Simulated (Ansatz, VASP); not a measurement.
# One calculation of W, two programs

Contents of INCAR:

```
SYSTEM = W
PREC = Accurate
ENCUT = 520
EDIFF = 1E-7
ISMEAR = 0
SIGMA = 0.15
LREAL = .FALSE.
LASPH = .TRUE.
NELM = 80
ALGO = Fast
ISIF = 2
LWAVE = .FALSE.
LCHARG = .FALSE.
GGA = PE
NBANDS = 13
```

File KPOINTS:

```
regular mesh
0
G
  20 20 20
  0 0 0
```

Contents of POSCAR:

```
W
1.0
   -1.7250840000      1.7250840000      1.4695160000
    1.7250840000     -1.7250840000      1.4695160000
    1.7250840000      1.7250840000     -1.4695160000
W
1
Direct
    0.0000000000      0.0000000000      0.0000000000
```

Input for Ansatz:

```yaml
crystal:
  lattice:
    - [-1.725084, 1.725084, 1.469516]
    - [1.725084, -1.725084, 1.469516]
    - [1.725084, 1.725084, -1.469516]
  atoms:
    - { symbol: W, position: [0.0, 0.0, 0.0] }
basis:
  ecutwfc: 420
kpoints:
  mp_grid: { grid: [20, 20, 20] }
hamiltonian:
  xc: pbe
scf:
  occupations: { method: gaussian, width: 0.15 }
output:
  forces: true
  stress: true
  eigenvalues: true
```

Change from the starting cell: strain +0.080 along x and y, -0.080 along z, atoms carried along.

Alike in both runs: task single point; functional PBE; k mesh 20 × 20 × 20; occupations gaussian, width 0.15 eV; no spin polarisation.

```csv
,VASP,Ansatz
version,VASP 6.6.1,Ansatz 0.2.0
potentials or method,"VASP PAW PBE potentials, release 64 (W_sv), cutoff 520 eV","scalar-relativistic, plane waves, PAW"
valence electrons in the cell,14,14
```

Ansatz gave:

- gap on the k mesh at the Fermi level (eV): none
- pressure (GPa): -17.0
- traceless stress, the component that is largest in VASP (GPa): 21.83

Which values does VASP return?

gap on the k mesh at the Fermi level (eV): none; pressure (GPa): -16.8; traceless stress, the component that is largest in VASP (GPa): 21.90.

A gap of «none» marks a metal or a gap that the smearing closes.

Spin-orbit coupling is off throughout.
